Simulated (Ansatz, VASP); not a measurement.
## MgO2 in VASP and in Ansatz

```
Mg O
1.0
     1.65290    0.95430    3.49398
    -1.65290    0.95430    3.49398
     0.00000   -1.90861    3.49398
Mg O
1 2
Cartesian
  0.0000 0.0000 0.0000
  0.0000 0.0000 4.4945
  0.0000 0.0000 5.9874
```

Change from the starting cell: strain +0.030 along x and y, +0.000 along z, atoms carried along.

Alike in both runs: task single point; functional r2SCAN; k mesh 12 × 12 × 12; occupations gaussian, width 0.05 eV; no spin polarisation.

```csv
,VASP,Ansatz
version,VASP 6.6.1,Ansatz 0.2.0
potentials or method,"VASP PAW PBE potentials, release 64 (Mg, O), cutoff 520 eV","scalar-relativistic, plane waves, PAW"
valence electrons in the cell,14,22
```

VASP gave:

* gap on the k mesh at the Fermi level (eV): 2.98
* least direct gap on the mesh (eV): 2.98
* pressure (GPa): -10.7
* traceless stress, the component that is largest in VASP (GPa): 4.74
* rms of the force components (eV/Å): 0.179

Task: Estimate Ansatz's values.

Result: gap on the k mesh at the Fermi level (eV): 3.01; least direct gap on the mesh (eV): 3.01; pressure (GPa): -10.4; traceless stress, the component that is largest in VASP (GPa): 3.33; rms of the force components (eV/Å): 0.053.

VASP's potentials were made for PBE, not for r2SCAN. Atom by atom the forces differ by 0.125 eV/Å (rms over components). The functional is the same, so the differences come from potentials, cutoffs and numerics. VASP's potentials hold 14 valence electrons a cell and Ansatz's 22, so a difference there can come from the potentials and not from the codes.
